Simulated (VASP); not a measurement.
## HfO2: single point with PBE

The system is HfO2.

```xyz
3
Lattice="0.0000 2.4786 2.4786 2.4786 0.0000 2.4786 2.4786 2.4786 0.0000" Properties=species:S:1:pos:R:3 pbc="T T T"
Hf    0.0000    0.0000    0.0000
O     1.2393    1.2393    1.2393
O     3.7179    3.7179    3.7179
```

This cell differs from its parent crystal: strain -2.0%.

```
Program                : VASP 6.6.1
Task                   : single point
Functional             : PBE
Potentials or basis    : VASP PAW PBE potentials, release 64 (Hf_pv, O)
Cutoff                 : 520 eV
k mesh                 : 6 × 6 × 6
Occupations            : gaussian, width 0.01 eV
Spin                   : no spin polarisation
Dipole correction      : no
Further INCAR settings : ALGO = Normal; EDIFF = 1e-07; NBANDS = 18
```

- Pressure: 20.1 GPa
- Band gap on the k mesh: 3.98 eV, direct

Levels at points of the mesh, in eV from the valence-band top:
```tsv
k point	band 9	band 10	band 11	band 12	band 13	band 14
(0.00, 0.00, 0.00)	-0.64	-0.64	-0.64	4.04	4.04	6.38
(0.50, 0.00, 0.00)	-2.88	-1.91	-1.91	4.86	4.86	7.65
(0.50, 0.50, 0.00)	-1.64	-1.64	0.00	3.98	5.87	7.28
```

It took 16 s on 1 thread of Intel Xeon 8259CL (shared host), peak memory 0.16 GiB.

Caveat: the cell differs from its parent crystal (strain -2.0%); spin-orbit coupling is left out, which moves the levels of the heavy elements. A k mesh can miss the band edges.
